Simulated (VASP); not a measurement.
Set up this calculation in VASP 6.6.1, as the native input.

* Task: single point
* Functional: PBE
* Potentials or basis: VASP PAW PBE potentials, release 64 (Ba_sv, Te)
* Cutoff: 500 eV
* k mesh: 8 × 8 × 8
* Occupations: gaussian, width 0.02 eV
* Spin: no spin polarisation
* Dipole correction: no
* Further INCAR settings: ALGO = Normal; EDIFF = 1e-06; NBANDS = 15

The structure of BaTe lies in POSCAR:

```
BaTe
1.0
    0.0000000000      3.4100000000      3.4100000000
    3.4100000000      0.0000000000      3.4100000000
    3.4100000000      3.4100000000      0.0000000000
Ba Te
1 1
Direct
    0.0000000000      0.0000000000      0.0000000000
    0.5000000000      0.5000000000      0.5000000000
```

The input as run:

INCAR

```
SYSTEM = BaTe
PREC = Accurate
ENCUT = 500
EDIFF = 1E-6
ISMEAR = 0
SIGMA = 0.02
LREAL = .FALSE.
LASPH = .TRUE.
NELM = 120
ALGO = Normal
ISIF = 2
LWAVE = .FALSE.
LCHARG = .FALSE.
GGA = PE
NBANDS = 15
GGA_COMPAT = .FALSE.
```

KPOINTS

```
regular mesh
0
G
  8 8 8
  0 0 0
```

Potentials or basis: VASP PAW PBE potentials, release 64 (Ba_sv, Te).

Launch:

```bash
$ cat potpaw_PBE.64/Ba_sv/POTCAR potpaw_PBE.64/Te/POTCAR > POTCAR
$ mpirun -np 1 vasp_std > vasp.out
```

It gave:

```json
{
 "Pressure": "4.2 GPa",
 "Band gap on the k mesh": "1.33 eV, indirect (least direct gap 1.71 eV)"
}
```

Caveat: spin-orbit coupling is left out, which moves the levels of the heavy elements.

Wall time 46 s on 1 thread of AMD EPYC 7R43 64-Core Processor (Zen 3), with other jobs on the host, peak memory 0.18 GiB.
